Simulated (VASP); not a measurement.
A run of VASP 6.6.1 is set up as follows.

File INCAR:

```
PREC     = Accurate       # precision mode
ENCUT    = 520            # plane-wave cutoff, eV
EDIFF    = 1E-7           # SCF threshold, eV
ISMEAR   = 0              # smearing method
SIGMA    = 0.1            # smearing width, eV
LREAL    = False          # projectors in reciprocal space
LASPH    = True           # aspherical terms in the spheres
NELM     = 60             # most SCF steps
ALGO     = Normal         # electronic algorithm
ISIF     = 2              # what is computed and relaxed
LWAVE    = False          # write WAVECAR
LCHARG   = False          # write CHGCAR
GGA      = PE             # functional
NBANDS   = 21             # bands
```

File KPOINTS:

```
regular mesh
0
Gamma
  6 6 4
```

Contents of POSCAR:

```
MgCdSe2
1.0
    3.9693437802      0.0000000000      0.0000000000
   -1.9846718901      3.4375525500      0.0000000000
    0.0000000000      0.0000000000      6.5534577183
Mg Cd Se
1 1 2
Direct
    0.0000000000      0.0000000000      0.5000000000
    0.0000000000      0.0000000000      0.0000000000
    0.6666666667      0.3333333333      0.7389198451
    0.3333333333      0.6666666667      0.2610801549
```

Potentials or basis: VASP PAW PBE potentials, release 64 (Mg, Cd, Se).

Command:

```sh
$ cat potpaw_PBE.64/Mg/POTCAR potpaw_PBE.64/Cd/POTCAR potpaw_PBE.64/Se/POTCAR > POTCAR
$ mpirun -np 1 vasp_std > vasp.out
```

Q: Estimate the largest force.

A: 0.047 eV/Å.

Q: What does it give for the band gap on the k mesh?

A: 0.96 eV (least direct gap 1.26 eV).

Forces in eV/Å, atoms in the order of the input:
```
Mg   0.000  0.000  0.000
Cd   0.000  0.000  0.000
Se   0.000  0.000 -0.047
Se   0.000  0.000  0.047
```

A k mesh can miss the band edges.
